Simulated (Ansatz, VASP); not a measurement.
# CdH2 in VASP and in Ansatz

```
Cd H
1.0
     0.00000    2.55027    2.55027
     2.55027    0.00000    2.55027
     2.55027    2.55027    0.00000
Cd H
1 2
Direct
  0.00000 0.00000 0.00000
  0.25000 0.25000 0.25000
  0.75000 0.75000 0.75000
```

Change from the starting cell: ordered vacancies on the cation sites of caesium chloride (Fm-3m, No. 225).

Alike in both runs: functional PBE; k mesh 6 × 6 × 6; occupations gaussian, width 0.1 eV; no spin polarisation.

Ansatz relaxed the structure, and its values are those at the end. VASP's run is a single point on that final structure, the one shown.

|  | VASP | Ansatz |
| --- | --- | --- |
| version | VASP 6.6.1 | Ansatz 0.2.0 |
| potentials or method | VASP PAW PBE potentials, release 64 (Cd, H), cutoff 520 eV | scalar-relativistic, plane waves, PAW |
| valence electrons in the cell | 14 | 22 |

Ansatz gave:

```
gap on the k mesh at the Fermi level (eV) : none
pressure (GPa)                            : -0.1
```

Problem. What did VASP give for the same quantities?

Solution. gap on the k mesh at the Fermi level (eV): none; pressure (GPa): 0.2.

A gap of «none» marks a metal or a gap that the smearing closes. VASP's potentials hold 14 valence electrons a cell and Ansatz's 22, so a difference there can come from the potentials and not from the codes.
